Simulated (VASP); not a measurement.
# Ga in VASP: a series of runs

Ga is run at these levels: PBE; tasks: relaxation of cell and atoms, single point.

Program: VASP 6.6.1. These are calculated values, not measurements. Logs are shortened: lines on timing, memory, paths and dates and some standing lists are left out, and cuts for length are marked.

## (1) The cell of the first run

It takes space group Pm-3m (No. 221, cubic). The conventional cell has a = 3.942 Å, b = 3.942 Å, c = 3.942 Å, α = 90.00°, β = 90.00°, γ = 90.00°. Ga (site symmetry 4/mmm) has 8 Ga at 2.79 Å within 3.7 Å.

## (2) Relaxation of cell and atoms, PBE

File INCAR:

```
SYSTEM = Ga
PREC     = Accurate       ! precision mode
ENCUT    = 600            ! plane-wave cutoff, eV
EDIFF    = 1E-7           ! SCF threshold, eV
ISMEAR   = 0              ! smearing method
SIGMA    = 0.1            ! smearing width, eV
LREAL    = .False.        ! projectors in reciprocal space
LASPH    = .True.         ! aspherical terms in the spheres
NELM     = 80             ! most SCF steps
ALGO     = Fast           ! electronic algorithm
ISIF     = 3              ! what is computed and relaxed
LWAVE    = .False.        ! write WAVECAR
LCHARG   = .False.        ! write CHGCAR
GGA      = PE             ! functional
IBRION   = 2              ! ionic algorithm
NSW      = 100            ! ionic steps
EDIFFG   = -0.01          ! ionic threshold
```

File KPOINTS:

```
Automatic mesh
0
Gamma
  12 12 12
  0 0 0
```

File POSCAR:

```
Ga
1.0
    3.9424164048      0.0000000000      0.0000000000
    0.0000000000      3.9424164048      0.0000000000
    0.0000000000      0.0000000000      3.9424164048
Ga
3
Direct
    0.0000000000      0.5000000000      0.5000000000
    0.5000000000      0.0000000000      0.5000000000
    0.5000000000      0.5000000000      0.0000000000
```

Potentials or basis: VASP PAW PBE potentials, release 64 (Ga_d).

The run is started by

```console
> cat potpaw_PBE.64/Ga_d/POTCAR > POTCAR
> mpirun -np 1 vasp_std > vasp.out
```

OUTCAR:

```text
SYSTEM = Ga
   PREC = Accurate
   ENCUT = 600
   EDIFF = 1E-7
   ISMEAR = 0
   LREAL = .False.
   LASPH = .True.
   NELM = 80
   ISIF = 3
   GGA = PE
   IBRION = 2
   NSW = 100
   EDIFFG = -0.01

 ion  position               nearest neighbor table
   1  0.000  0.500  0.500-   2 2.79   3 2.79   3 2.79   2 2.79   2 2.79   3 2.79   3 2.79   2 2.79

   2  0.500  0.000  0.500-   1 2.79   3 2.79   3 2.79   1 2.79   3 2.79   3 2.79   1 2.79   1 2.79

   3  0.500  0.500  0.000-   1 2.79   2 2.79   1 2.79   2 2.79   2 2.79   2 2.79   1 2.79   1 2.79

  LATTYP: Found a simple cubic cell.
 ALAT       =     3.9424164048

  Lattice vectors:

 A1 = (   3.9424164048,   0.0000000000,   0.0000000000)
 A2 = (   0.0000000000,   3.9424164048,   0.0000000000)
 A3 = (   0.0000000000,   0.0000000000,   3.9424164048)

Analysis of symmetry for initial positions (statically):
=====================================================================
 Subroutine PRICEL returns:
 Original cell was already a primitive cell.

 Routine SETGRP: Setting up the symmetry group for a
 simple cubic supercell.

 Subroutine GETGRP returns: Found 48 space group operations
 (whereof 48 operations were pure point group operations)
 out of a pool of 48 trial point group operations.

The static configuration has the point symmetry O_h .

Analysis of symmetry for dynamics (positions and initial velocities):
=====================================================================
 Subroutine PRICEL returns:
 Original cell was already a primitive cell.

 Routine SETGRP: Setting up the symmetry group for a
 simple cubic supercell.

 Subroutine GETGRP returns: Found 48 space group operations
 (whereof 48 operations were pure point group operations)
 out of a pool of 48 trial point group operations.

The dynamic configuration has the point symmetry O_h .

 Subroutine INISYM returns: Found 48 space group operations
 (whereof 48 operations are pure point group operations),
 and found     1 'primitive' translations

----------------------------------------------------------------------------------------

                                     Primitive cell

  volume of cell :      61.2756

  direct lattice vectors                    reciprocal lattice vectors
     3.942416405  0.000000000  0.000000000     0.253651542  0.000000000  0.000000000
     0.000000000  3.942416405  0.000000000     0.000000000  0.253651542  0.000000000
     0.000000000  0.000000000  3.942416405     0.000000000  0.000000000  0.253651542

  length of vectors
     3.942416405  3.942416405  3.942416405     0.253651542  0.253651542  0.253651542

  position of ions in fractional coordinates (direct lattice)
     0.000000000  0.500000000  0.500000000
     0.500000000  0.000000000  0.500000000
     0.500000000  0.500000000  0.000000000

  ion indices of the primitive-cell ions
   primitive index   ion index
                 1           1
                 2           2
                 3           3

----------------------------------------------------------------------------------------

 KPOINTS: Automatic mesh

Automatic generation of k-mesh.
 Grid dimensions read from file:
 generate k-points for:   12   12   12

 Generating k-lattice:

  Cartesian coordinates                     Fractional coordinates (reciprocal lattice)
     0.021137628  0.000000000  0.000000000     0.083333333  0.000000000  0.000000000
     0.000000000  0.021137628  0.000000000     0.000000000  0.083333333  0.000000000
     0.000000000  0.000000000  0.021137628     0.000000000  0.000000000  0.083333333

  Length of vectors
     0.021137628  0.021137628  0.021137628

  Shift w.r.t. Gamma in fractional coordinates (k-lattice)
     0.000000000  0.000000000  0.000000000

 Subroutine IBZKPT returns following result:
 ===========================================

 Found     84 irreducible k-points:

 Following reciprocal coordinates:
            Coordinates               Weight
  0.000000  0.000000  0.000000      1.000000
  0.083333  0.000000  0.000000      6.000000
  0.166667  0.000000  0.000000      6.000000
  0.250000  0.000000  0.000000      6.000000
  0.333333  0.000000  0.000000      6.000000
  0.416667  0.000000  0.000000      6.000000
[... 16 lines left out ...]
  0.333333  0.333333  0.000000     12.000000
  0.416667  0.333333  0.000000     24.000000
 [... further k-points ...]
   k-points           NKPTS =     84   k-points in BZ     NKDIM =     84   number of bands    NBANDS=     23
   number of dos      NEDOS =    301   number of ions     NIONS =      3
   total plane-waves  NPLWV =  32768
   dimension x,y,z NGX =    32 NGY =   32 NGZ =   32
   dimension x,y,z NGXF=    64 NGYF=   64 NGZF=   64
   ions per type =               3
   NGX,Y,Z   is equivalent  to a cutoff of  13.49, 13.49, 13.49 a.u.
   NGXF,Y,Z  is equivalent  to a cutoff of  26.99, 26.99, 26.99 a.u.
 SYSTEM =  Ga
   PREC   = accura    normal or accurate (medium, high low for compatibility)
   ISTART =      0    job   : 0-new  1-cont  2-samecut
   ICHARG =      2    charge: 1-file 2-atom 10-const
   ISPIN  =      1    spin polarized calculation?
   LNONCOLLINEAR =      F non collinear calculations
   LSORBIT =      F    spin-orbit coupling
   LASPH  =      T    aspherical Exc in radial PAW
   ENCUT  =  600.0 eV  44.10 Ry    6.64 a.u.   7.87  7.87  7.87*2*pi/ulx,y,z
   NELM   =     80;   NELMIN=  2; NELMDL= -5     # of ELM steps
   EDIFF  = 0.1E-06   stopping-criterion for ELM
   LREAL  =      F    real-space projection
   EDIFFG = -.1E-01   stopping-criterion for IOM
   NSW    =    100    number of steps for IOM
   IBRION =      2    ionic relax: 0-MD 1-quasi-New 2-CG
   NFREE  =      1    steps in history (QN), initial steepest desc. (CG)
   ISIF   =      3    stress and relaxation
   ISYM   =      2    0-nonsym 1-usesym 2-fastsym
   POTIM  = 0.5000    time-step for ionic-motion
   TEBEG  =    0.0;   TEEND  =   0.0 temperature during run
   PSTRESS=    0.0 pullay stress
   NELECT =      39.0000    total number of electrons
   NUPDOWN=      -1.0000    fix difference up-down
   EMIN   =  10.00;   EMAX   =-10.00  energy-range for DOS
   EFERMI =   0.00;   METHOD = LEGACY
   ISMEAR =     0;   SIGMA  =   0.10  broadening in eV -4-tet -1-fermi 0-gaus
   EFERMI_NEDOS =   21; number of points for ismear=-14 and -15
   IALGO  =     68    algorithm
   IMIX   =      4    mixing-type and parameters
     AMIX     =   0.40;   BMIX     =  1.00
     AMIX_MAG =   1.60;   BMIX_MAG =  1.00
  volume/ion in A,a.u.               =      20.43       137.84
  Fermi-wavevector in a.u.,A,eV,Ry     =   1.408209  2.661130 26.981080  1.983053
  Thomas-Fermi vector in A             =   2.530390
   LORBIT       =      0    0 simple, 1 ext, 2 COOP (PROOUT), +10 PAW based schemes
   GGA     = PE    functional components
   LHFCALC =     F    Hartree Fock is set to
   AEXX    =    0.0000 exact exchange contribution
   IVDW    =     0    specifies the selected vdW correction
   LEPSILON=     F    determine dielectric tensor
   LRPA    =     F    only Hartree local field effects (RPA)
 conjugate gradient relaxation of ions
 non-spin polarized calculation
 RMM-DIIS sequential band-by-band and
 Gauss-broadening in eV      SIGMA  =   0.10
  energy-cutoff  :      600.00
  volume of cell :       61.28
 maximum number of plane-waves:      2064
 NGX is ok and might be reduce to    32

 number of electron      38.9999943 magnetization

 Free energy of the ion-electron system (eV)
  ---------------------------------------------------
  ext. energy  EPLUGINS =         0.00000000
  ---------------------------------------------------
  free energy    TOTEN  =        -8.51470404 eV

  energy without entropy =       -8.50753692  energy(sigma->0) =       -8.51112048

 E-fermi :   4.7118     XC(G=0): -10.4541

 val. band max:        4.6928000977   @ k =   0.5000   0.2500   0.0833
 cond. band min:       4.7392650853   @ k =   0.5000   0.1667   0.1667
 fundamental gap:      0.0464649876
 Fermi energy:         4.7117834982

 k-point     1 :       0.0000    0.0000    0.0000
  band No.  band energies     occupation
      1     -10.5043      2.00000
      2     -10.4730      2.00000
      3     -10.4730      2.00000
      4     -10.4730      2.00000
      5     -10.3326      2.00000
      6     -10.3326      2.00000
[... 15 lines left out ...]
     22       8.2772      0.00000
     23      11.5087      0.00000

 k-point     2 :       0.0833    0.0000    0.0000
  band No.  band energies     occupation
      1     -10.4964      2.00000
      2     -10.4712      2.00000
      3     -10.4651      2.00000
      4     -10.4651      2.00000
      5     -10.3310      2.00000
      6     -10.3264      2.00000
[... 15 lines left out ...]
     22       8.5335      0.00000
     23      11.2088      0.00000

 k-point     3 :       0.1667    0.0000    0.0000
  band No.  band energies     occupation
      1     -10.4737      2.00000
      2     -10.4663      2.00000
      3     -10.4417      2.00000
      4     -10.4417      2.00000
      5     -10.3265      2.00000
      6     -10.3086      2.00000
[... 15 lines left out ...]
     22       9.3606      0.00000
     23      10.2671      0.00000

 k-point     4 :       0.2500    0.0000    0.0000
  band No.  band energies     occupation
      1     -10.4593      2.00000
      2     -10.4397      2.00000
      3     -10.4040      2.00000
      4     -10.4040      2.00000
      5     -10.3198      2.00000
      6     -10.2813      2.00000
[... 15 lines left out ...]
     22       9.4465      0.00000
     23       9.4761      0.00000

 k-point     5 :       0.3333    0.0000    0.0000
  band No.  band energies     occupation
      1     -10.4520      2.00000
      2     -10.4010      2.00000
      3     -10.3543      2.00000
      4     -10.3543      2.00000
      5     -10.3116      2.00000
      6     -10.2489      2.00000
[... 15 lines left out ...]
     22       8.4796      0.00000
     23       8.5065      0.00000

 k-point     6 :       0.4167    0.0000    0.0000
  band No.  band energies     occupation
      1     -10.4465      2.00000
      2     -10.3688      2.00000
      3     -10.3014      2.00000
      4     -10.2968      2.00000
      5     -10.2968      2.00000
      6     -10.2185      2.00000
[... 15 lines left out ...]
     22       7.7352      0.00000
     23       7.8390      0.00000

 k-point     7 :       0.5000    0.0000    0.0000
  band No.  band energies     occupation
      1     -10.4444      2.00000
      2     -10.3566      2.00000
      3     -10.2945      2.00000
      4     -10.2545      2.00000
      5     -10.2545      2.00000
      6     -10.2045      2.00000
[... 353 lines left out ...]
     22       8.7586      0.00000
     23       9.7950      0.00000

 k-point    21 :       0.4167    0.2500    0.0000
  band No.  band energies     occupation
      1     -10.3911      2.00000
      2     -10.3574      2.00000
      3     -10.2958      2.00000
      4     -10.2792      2.00000
      5     -10.2747      2.00000
      6     -10.2088      2.00000
[... 15 lines left out ...]
     22       8.0645      0.00000
     23       9.1792      0.00000

 k-point    22 :       0.5000    0.2500    0.0000
  band No.  band energies     occupation
      1     -10.3877      2.00000
      2     -10.3359      2.00000
      3     -10.3066      2.00000
      4     -10.2612      2.00000
      5     -10.2502      2.00000
      6     -10.2025      2.00000
[... 15 lines left out ...]
     22       7.7259      0.00000
     23       8.9046      0.00000

 k-point    23 :       0.3333    0.3333    0.0000
  band No.  band energies     occupation
      1     -10.3747      2.00000
      2     -10.3738      2.00000
      3     -10.3009      2.00000
      4     -10.2859      2.00000
      5     -10.2822      2.00000
      6     -10.2178      2.00000
[... 15 lines left out ...]
     22       8.6968      0.00000
     23      10.0187      0.00000

 k-point    24 :       0.4167    0.3333    0.0000
  band No.  band energies     occupation
      1     -10.3561      2.00000
      2     -10.3558      2.00000
      3     -10.3035      2.00000
      4     -10.2623      2.00000
      5     -10.2505      2.00000
      6     -10.2254      2.00000
[... 15 lines left out ...]
     22       8.2490      0.00000
     23       9.5056      0.00000

 [... further k-points ...]

------------------------ aborting loop because EDIFF is reached ----------------------------------------

  FORCE on cell =-STRESS in cart. coord.  units (eV):
  Direction    XX          YY          ZZ          XY          YZ          ZX
  --------------------------------------------------------------------------------------
  -------------------------------------------------------------------------------------
  Total       -0.0295217     -0.0295217     -0.0295217      0.0000000     -0.0000000     -0.0000000
  in kB       -0.7719066     -0.7719066     -0.7719066      0.0000000     -0.0000000     -0.0000000
  external PRESSURE =      -0.7719066 kB  Pullay stress =       0.0000000 kB

 VOLUME and BASIS-vectors are now :
 -----------------------------------------------------------------------------
  energy-cutoff  :      600.00
  volume of cell :       61.28
      direct lattice vectors                 reciprocal lattice vectors
     3.942416405  0.000000000  0.000000000     0.253651542  0.000000000  0.000000000
     0.000000000  3.942416405  0.000000000     0.000000000  0.253651542  0.000000000
     0.000000000  0.000000000  3.942416405     0.000000000  0.000000000  0.253651542

 POSITION                                       TOTAL-FORCE (eV/Angst)
 -----------------------------------------------------------------------------------
      0.00000      1.97121      1.97121         0.000000      0.000000      0.000000
      1.97121      0.00000      1.97121         0.000000      0.000000      0.000000
      1.97121      1.97121      0.00000         0.000000      0.000000      0.000000
 -----------------------------------------------------------------------------------
    total drift:                                0.000000     -0.000000     -0.000000

  FREE ENERGIE OF THE ION-ELECTRON SYSTEM (eV)
  ---------------------------------------------------
  free  energy   TOTEN  =        -8.5147040431 eV

  energy  without entropy=       -8.5075369220  energy(sigma->0) =       -8.51112048

 reached required accuracy - stopping structural energy minimisation
```

It took 2.4 min on 1 thread of AMD EPYC 7R13, shared host; peak memory 0.22 GiB.

Results:

```yaml
Free_energy: -8.5147 eV
Pressure_after_relaxing: -0.1 GPa
```

Final structure:
```yaml
crystal:
  lattice:
    - [3.94242, 0.00000, 0.00000]
    - [0.00000, 3.94242, 0.00000]
    - [0.00000, 0.00000, 3.94242]
  atoms:
    - { symbol: Ga, position: [0.00000, 0.50000, 0.50000] }
    - { symbol: Ga, position: [0.50000, 0.00000, 0.50000] }
    - { symbol: Ga, position: [0.50000, 0.50000, 0.00000] }
```

Caveat: the relaxation stopped at its first step, so nothing moved.

## (3) Single point, PBE

This run uses another cell than the first one: it holds 6 atoms, not 3.

File INCAR:

```
SYSTEM = Ga
PREC     = Accurate       ! precision mode
ENCUT    = 520            ! plane-wave cutoff, eV
EDIFF    = 1E-7           ! SCF threshold, eV
ISMEAR   = 0              ! smearing method
SIGMA    = 0.2            ! smearing width, eV
LREAL    = .FALSE.        ! projectors in reciprocal space
LASPH    = .TRUE.         ! aspherical terms in the spheres
NELM     = 100            ! most SCF steps
ALGO     = Fast           ! electronic algorithm
ISIF     = 2              ! what is computed and relaxed
LWAVE    = .FALSE.        ! write WAVECAR
LCHARG   = .TRUE.         ! write CHGCAR
GGA      = PE             ! functional
LELF     = .TRUE.         ! ELF
LVHAR    = .TRUE.       
NBANDS   = 48             ! bands
```

File KPOINTS:

```
regular mesh
0
G
  6 6 4
  0 0 0
```

File POSCAR:

```
Ga
1.0
    3.9209254758      0.0001210143     -0.0167429278
   -0.0000161362      3.9186559335      0.0066009742
   -0.0324077481      0.0116103977      7.9849423156
Ga
6
Direct
    0.0025185679      0.4980224985      0.2501830549
   -0.0024794549      0.5020054486      0.7498611084
    0.5043561314     -0.0011106014      0.2497523649
    0.4957468606      1.0010659424      0.7501789209
    0.5000881808      0.4994853636     -0.0000195021
    0.4997697142      0.5005313483      0.5000440530
```

Potentials or basis: VASP PAW PBE potentials, release 64 (Ga_d).

The run is started by

```console
> cat potpaw_PBE.64/Ga_d/POTCAR > POTCAR
> mpirun -np 1 vasp_std > vasp.out
```

It took 10 min on 1 thread of AMD EPYC 7R13, shared host; peak memory 0.4 GiB.

Results (log left out):

```yaml
Free_energy: -17.0715 eV
Pressure: 0.1 GPa
Largest_force: 0.006 eV/Å
Band_gap_on_the_k_mesh: zero (band 39 reaches 6.73 eV, above the bottom of band 40 at 2.45 eV)
```

Forces on the atoms (eV/Å):
```
Ga  -0.003  0.003 -0.002
Ga   0.002 -0.003  0.002
Ga  -0.005  0.000  0.003
Ga   0.005  0.001 -0.002
Ga  -0.001  0.004  0.000
Ga   0.002 -0.005 -0.001
```

Stress tensor (GPa, compression positive):
```
 0.02  0.00  0.07
 0.00  0.02 -0.03
 0.07 -0.03  0.18
```

Levels at points of the mesh, in eV from the Fermi level:
| k point | band 37 | band 38 | band 39 | band 40 | band 41 | band 42 |
| --- | --- | --- | --- | --- | --- | --- |
| (0.00, 0.00, 0.00) | -1.20 | -0.89 | 0.15 | 0.33 | 0.34 | 2.74 |
| (0.50, 0.00, 0.00) | 0.00 | 0.19 | 0.48 | 2.52 | 2.73 | 2.78 |
| (0.00, 0.50, 0.00) | 0.00 | 0.19 | 0.48 | 2.52 | 2.74 | 2.76 |
| (0.50, 0.50, 0.00) | -4.37 | -3.11 | -2.40 | -2.26 | -2.25 | 2.60 |
| (0.00, 0.00, 0.50) | -0.69 | -0.69 | -0.49 | -0.48 | 1.91 | 1.92 |
| (0.50, 0.00, 0.50) | -1.10 | -1.09 | 1.15 | 1.16 | 2.21 | 2.21 |
| (0.00, 0.50, 0.50) | -1.10 | -1.09 | 1.14 | 1.15 | 2.20 | 2.20 |
| (0.50, 0.50, 0.50) | -2.79 | -2.79 | -1.45 | -1.45 | -0.10 | -0.09 |
